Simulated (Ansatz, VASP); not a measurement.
**Bi2Se3: VASP beside Ansatz**

```
Bi Se
1.0
     2.07150    1.19598    9.54533
    -2.07150    1.19598    9.54533
     0.00000   -2.39196    9.54533
Bi Se
2 3
Direct
  0.40052 0.40300 0.39917
  0.59919 0.60209 0.59778
  0.99996 0.00257 0.99833
  0.21084 0.21369 0.20930
  0.78898 0.79142 0.78750
```

Alike in both runs: functional PBE; k mesh 6 × 6 × 6; no spin polarisation.

Ansatz relaxed the structure, and its values are those at the end. VASP's run is a single point on that final structure, the one shown.

```csv
,VASP,Ansatz
version,VASP 6.6.1,Ansatz 0.2.0
potentials or method,"VASP PAW PBE potentials, release 64 (Bi_d, Se)","plane waves, PAW"
plane-wave cutoff (eV),500,420
occupations,"gaussian, width 0.01 eV",fixed
valence electrons in the cell,48,78
```

|  | VASP | Ansatz | Ansatz less VASP |
| --- | --- | --- | --- |
| rms of the force components (eV/Å) | 0.006 | 0.001 | -0.0053 |

VASP's potentials hold 48 valence electrons a cell and Ansatz's 78, so a difference there can come from the potentials and not from the codes.

Neither program's run includes spin-orbit coupling.
